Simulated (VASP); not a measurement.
# BAs (hm.bA) (F-43m) in VASP: single point with PBE

Aim: the single point of BAs (hm.bA) with PBE.

Everything below comes from runs of VASP 6.6.1. Logs are shortened: lines on timing, memory, paths and dates and some standing lists are left out, and cuts for length are marked.

### 1 The cell of the first run

It takes space group F-43m (No. 216, cubic). Conventional cell: a = 4.809 Å, b = 4.809 Å, c = 4.809 Å, α = 90.00°, β = 90.00°, γ = 90.00°. Within 2.8 Å of B (site symmetry -43m) lie 4 As at 2.08 Å. Within 2.8 Å of As (site symmetry -43m) lie 4 B at 2.08 Å.

### 2 Single point, PBE

File INCAR:

```
SYSTEM = BAs
PREC = Accurate
ENCUT = 500
EDIFF = 1E-6
ISMEAR = 0
SIGMA = 0.02
LREAL = .FALSE.
LASPH = .TRUE.
NELM = 120
ALGO = Normal
ISIF = 2
LWAVE = .FALSE.
LCHARG = .TRUE.
GGA = PE
LELF = .TRUE.
LVHAR = .TRUE.
NBANDS = 11
GGA_COMPAT = .FALSE.
```

File KPOINTS:

```
Automatic mesh
0
G
  10 10 10
  0 0 0
```

File POSCAR:

```
BAs
1.0
    0.0000000000      2.4045448368      2.4045448368
    2.4045448368      0.0000000000      2.4045448368
    2.4045448368      2.4045448368      0.0000000000
B As
1 1
Direct
    0.0000000000      0.0000000000      0.0000000000
    0.2500000000      0.2500000000      0.2500000000
```

Potentials or basis: VASP PAW PBE potentials, release 64 (B, As).

Command:

```
cat potpaw_PBE.64/B/POTCAR potpaw_PBE.64/As/POTCAR > POTCAR
mpirun -np 1 vasp_std > vasp.out
```

OUTCAR:

```text
SYSTEM = BAs
   PREC = Accurate
   ENCUT = 500
   EDIFF = 1E-6
   ISMEAR = 0
   LREAL = .FALSE.
   LASPH = .TRUE.
   NELM = 120
   ISIF = 2
   GGA = PE

 ion  position               nearest neighbor table
   1  0.000  0.000  0.000-   2 2.08   2 2.08   2 2.08   2 2.08
   2  0.250  0.250  0.250-   1 2.08   1 2.08   1 2.08   1 2.08

  LATTYP: Found a face centered cubic cell.
 ALAT       =     4.8090896736

  Lattice vectors:

 A1 = (   0.0000000000,   2.4045448368,   2.4045448368)
 A2 = (   2.4045448368,   0.0000000000,   2.4045448368)
 A3 = (   2.4045448368,   2.4045448368,   0.0000000000)

Analysis of symmetry for initial positions (statically):
=====================================================================
 Subroutine PRICEL returns:
 Original cell was already a primitive cell.

 Routine SETGRP: Setting up the symmetry group for a
 face centered cubic supercell.

 Subroutine GETGRP returns: Found 24 space group operations
 (whereof 24 operations were pure point group operations)
 out of a pool of 48 trial point group operations.

The static configuration has the point symmetry T_d .

Analysis of symmetry for dynamics (positions and initial velocities):
=====================================================================
 Subroutine PRICEL returns:
 Original cell was already a primitive cell.

 Routine SETGRP: Setting up the symmetry group for a
 face centered cubic supercell.

 Subroutine GETGRP returns: Found 24 space group operations
 (whereof 24 operations were pure point group operations)
 out of a pool of 48 trial point group operations.

The dynamic configuration has the point symmetry T_d .

 Subroutine INISYM returns: Found 24 space group operations
 (whereof 24 operations are pure point group operations),
 and found     1 'primitive' translations

----------------------------------------------------------------------------------------

                                     Primitive cell

  volume of cell :      27.8054

  direct lattice vectors                    reciprocal lattice vectors
     0.000000000  2.404544837  2.404544837    -0.207939562  0.207939562  0.207939562
     2.404544837  0.000000000  2.404544837     0.207939562 -0.207939562  0.207939562
     2.404544837  2.404544837  0.000000000     0.207939562  0.207939562 -0.207939562

  length of vectors
     3.400539920  3.400539920  3.400539920     0.360161886  0.360161886  0.360161886

  position of ions in fractional coordinates (direct lattice)
     0.000000000  0.000000000  0.000000000
     0.250000000  0.250000000  0.250000000

  ion indices of the primitive-cell ions
   primitive index   ion index
                 1           1
                 2           2

----------------------------------------------------------------------------------------

 KPOINTS: Automatic mesh

Automatic generation of k-mesh.
 Grid dimensions read from file:
 generate k-points for:   10   10   10

 Generating k-lattice:

  Cartesian coordinates                     Fractional coordinates (reciprocal lattice)
    -0.020793956  0.020793956  0.020793956     0.100000000  0.000000000  0.000000000
     0.020793956 -0.020793956  0.020793956     0.000000000  0.100000000  0.000000000
     0.020793956  0.020793956 -0.020793956     0.000000000  0.000000000  0.100000000

  Length of vectors
     0.036016189  0.036016189  0.036016189

  Shift w.r.t. Gamma in fractional coordinates (k-lattice)
     0.000000000  0.000000000  0.000000000

 Subroutine IBZKPT returns following result:
 ===========================================

 Found     47 irreducible k-points:

 Following reciprocal coordinates:
            Coordinates               Weight
  0.000000  0.000000  0.000000      1.000000
  0.100000  0.000000  0.000000      8.000000
  0.200000  0.000000  0.000000      8.000000
  0.300000  0.000000  0.000000      8.000000
  0.400000  0.000000  0.000000      8.000000
  0.500000  0.000000  0.000000      4.000000
[... 16 lines left out ...]
  0.300000  0.300000  0.000000      6.000000
  0.400000  0.300000  0.000000     24.000000
 [... further k-points ...]
   k-points           NKPTS =     47   k-points in BZ     NKDIM =     47   number of bands    NBANDS=     11
   number of dos      NEDOS =    301   number of ions     NIONS =      2
   total plane-waves  NPLWV =  21952
   dimension x,y,z NGX =    28 NGY =   28 NGZ =   28
   dimension x,y,z NGXF=    56 NGYF=   56 NGZF=   56
   ions per type =               1   1
   NGX,Y,Z   is equivalent  to a cutoff of  13.69, 13.69, 13.69 a.u.
   NGXF,Y,Z  is equivalent  to a cutoff of  27.38, 27.38, 27.38 a.u.
 SYSTEM =  BAs
   PREC   = accura    normal or accurate (medium, high low for compatibility)
   ISTART =      0    job   : 0-new  1-cont  2-samecut
   ICHARG =      2    charge: 1-file 2-atom 10-const
   ISPIN  =      1    spin polarized calculation?
   LNONCOLLINEAR =      F non collinear calculations
   LSORBIT =      F    spin-orbit coupling
   LASPH  =      T    aspherical Exc in radial PAW
   ENCUT  =  500.0 eV  36.75 Ry    6.06 a.u.   6.20  6.20  6.20*2*pi/ulx,y,z
   NELM   =    120;   NELMIN=  2; NELMDL= -5     # of ELM steps
   EDIFF  = 0.1E-05   stopping-criterion for ELM
   LREAL  =      F    real-space projection
   EDIFFG = 0.1E-04   stopping-criterion for IOM
   NSW    =      0    number of steps for IOM
   IBRION =     -1    ionic relax: 0-MD 1-quasi-New 2-CG
   NFREE  =      0    steps in history (QN), initial steepest desc. (CG)
   ISIF   =      2    stress and relaxation
   ISYM   =      2    0-nonsym 1-usesym 2-fastsym
   POTIM  = 0.5000    time-step for ionic-motion
   TEBEG  =    0.0;   TEEND  =   0.0 temperature during run
   PSTRESS=    0.0 pullay stress
   NELECT =       8.0000    total number of electrons
   NUPDOWN=      -1.0000    fix difference up-down
   EMIN   =  10.00;   EMAX   =-10.00  energy-range for DOS
   EFERMI =   0.00;   METHOD = LEGACY
   ISMEAR =     0;   SIGMA  =   0.02  broadening in eV -4-tet -1-fermi 0-gaus
   EFERMI_NEDOS =   21; number of points for ismear=-14 and -15
   IALGO  =     38    algorithm
   IMIX   =      4    mixing-type and parameters
     AMIX     =   0.40;   BMIX     =  1.00
     AMIX_MAG =   1.60;   BMIX_MAG =  1.00
  volume/ion in A,a.u.               =      13.90        93.82
  Fermi-wavevector in a.u.,A,eV,Ry     =   1.080758  2.042337 15.892131  1.168039
  Thomas-Fermi vector in A             =   2.216758
   LORBIT       =      0    0 simple, 1 ext, 2 COOP (PROOUT), +10 PAW based schemes
   GGA     = PE    functional components
   LHFCALC =     F    Hartree Fock is set to
   AEXX    =    0.0000 exact exchange contribution
   IVDW    =     0    specifies the selected vdW correction
   LEPSILON=     F    determine dielectric tensor
   LRPA    =     F    only Hartree local field effects (RPA)
 non-spin polarized calculation
 Gauss-broadening in eV      SIGMA  =   0.02
  energy-cutoff  :      500.00
  volume of cell :       27.81
 maximum number of plane-waves:       725
 NGX is ok and might be reduce to    28
   NGX = 13   NGY = 13   NGZ = 13

 number of electron       8.0000000 magnetization

 Free energy of the ion-electron system (eV)
  ---------------------------------------------------
  ext. energy  EPLUGINS =         0.00000000
  ---------------------------------------------------
  free energy    TOTEN  =       -11.41314885 eV

  energy without entropy =      -11.41314885  energy(sigma->0) =      -11.41314885

 E-fermi :   6.0352     XC(G=0): -10.4974

 val. band max:        5.9065133483   @ k =   0.0000   0.0000   0.0000
 cond. band min:       7.1025557218   @ k =   0.4000   0.4000   0.0000
 fundamental gap:      1.1960423735
 Fermi energy:         6.0351553657

 k-point     1 :       0.0000    0.0000    0.0000
  band No.  band energies     occupation
      1      -9.3130      2.00000
      2       5.9065      2.00000
      3       5.9065      2.00000
      4       5.9065      2.00000
      5       9.1581      0.00000
      6       9.1581      0.00000
      7       9.1581      0.00000
      8      10.3393      0.00000
      9      15.3928      0.00000
     10      18.7763      0.00000
     11      18.7763      0.00000

 k-point     2 :       0.1000    0.0000    0.0000
  band No.  band energies     occupation
      1      -9.1518      2.00000
      2       4.5227      2.00000
      3       5.6119      2.00000
      4       5.6119      2.00000
      5       9.2612      0.00000
      6       9.5468      0.00000
      7       9.5468      0.00000
      8      11.2587      0.00000
      9      16.0237      0.00000
     10      17.7336      0.00000
     11      17.7336      0.00000

 k-point     3 :       0.2000    0.0000    0.0000
  band No.  band energies     occupation
      1      -8.6768      2.00000
      2       2.1899      2.00000
      3       5.0486      2.00000
      4       5.0486      2.00000
      5       9.0158      0.00000
      6      10.2531      0.00000
      7      10.2531      0.00000
      8      12.9242      0.00000
      9      17.0191      0.00000
     10      17.0239      0.00000
     11      17.0239      0.00000

 k-point     4 :       0.3000    0.0000    0.0000
  band No.  band energies     occupation
      1      -7.9251      2.00000
      2      -0.0636      2.00000
      3       4.5493      2.00000
      4       4.5493      2.00000
      5       8.7335      0.00000
      6      10.6594      0.00000
      7      10.6594      0.00000
      8      14.2401      0.00000
      9      17.1384      0.00000
     10      17.4524      0.00000
     11      17.4524      0.00000
[... 239 lines left out ...]
 k-point    22 :      -0.2000    0.2000    0.0000
  band No.  band energies     occupation
      1      -7.6669      2.00000
      2       0.4883      2.00000
      3       1.9179      2.00000
      4       4.6378      2.00000
      5       9.7636      0.00000
      6      10.9714      0.00000
      7      11.8343      0.00000
      8      12.8130      0.00000
      9      15.7626      0.00000
     10      18.4026      0.00000
     11      19.8806      0.00000

 k-point    23 :       0.3000    0.3000    0.0000
  band No.  band energies     occupation
      1      -7.4346      2.00000
      2       0.7213      2.00000
      3       2.7844      2.00000
      4       2.7844      2.00000
      5       7.3160      0.00000
      6       9.5520      0.00000
      7      14.2333      0.00000
      8      14.2333      0.00000
      9      16.7262      0.00000
     10      20.7416      0.00000
     11      20.8974      0.00000

 k-point    24 :       0.4000    0.3000    0.0000
  band No.  band energies     occupation
      1      -6.7236      2.00000
      2      -0.4976      2.00000
      3       2.0131      2.00000
      4       2.4928      2.00000
      5       7.6131      0.00000
      6       9.2947      0.00000
      7      14.6002      0.00000
      8      14.8437      0.00000
      9      17.7856      0.00000
     10      21.4686      0.00000
     11      21.6479      0.00000

 [... further k-points ...]
[... 5 lines left out ...]
  --------------------------------------------------------------------------------------
  -------------------------------------------------------------------------------------
  Total        0.1064524      0.1064524      0.1064524     -0.0000000      0.0000000      0.0000000
  in kB        6.1339118      6.1339118      6.1339118     -0.0000000      0.0000000      0.0000000
  external PRESSURE =       6.1339118 kB  Pullay stress =       0.0000000 kB

 VOLUME and BASIS-vectors are now :
 -----------------------------------------------------------------------------
  energy-cutoff  :      500.00
  volume of cell :       27.81
      direct lattice vectors                 reciprocal lattice vectors
     0.000000000  2.404544837  2.404544837    -0.207939562  0.207939562  0.207939562
     2.404544837  0.000000000  2.404544837     0.207939562 -0.207939562  0.207939562
     2.404544837  2.404544837  0.000000000     0.207939562  0.207939562 -0.207939562

 POSITION                                       TOTAL-FORCE (eV/Angst)
 -----------------------------------------------------------------------------------
      0.00000      0.00000      0.00000         0.000000      0.000000      0.000000
      1.20227      1.20227      1.20227        -0.000000     -0.000000     -0.000000
 -----------------------------------------------------------------------------------
    total drift:                               -0.000000     -0.000000     -0.000000

  FREE ENERGIE OF THE ION-ELECTRON SYSTEM (eV)
  ---------------------------------------------------
  free  energy   TOTEN  =       -11.4131488473 eV

  energy  without entropy=      -11.4131488473  energy(sigma->0) =      -11.41314885
```

Wall time 14 s (1 thread of Intel Xeon 6975P-C (Granite Rapids), shared host); peak memory 0.16 GiB.

Results:

- Free energy: -11.4131 eV
- Pressure: 0.6 GPa
- Band gap on the k mesh: 1.20 eV, indirect (least direct gap 3.25 eV)

A k mesh can miss the band edges. Expect the measured gap to be larger: semilocal functionals such as PBE lack the derivative discontinuity.
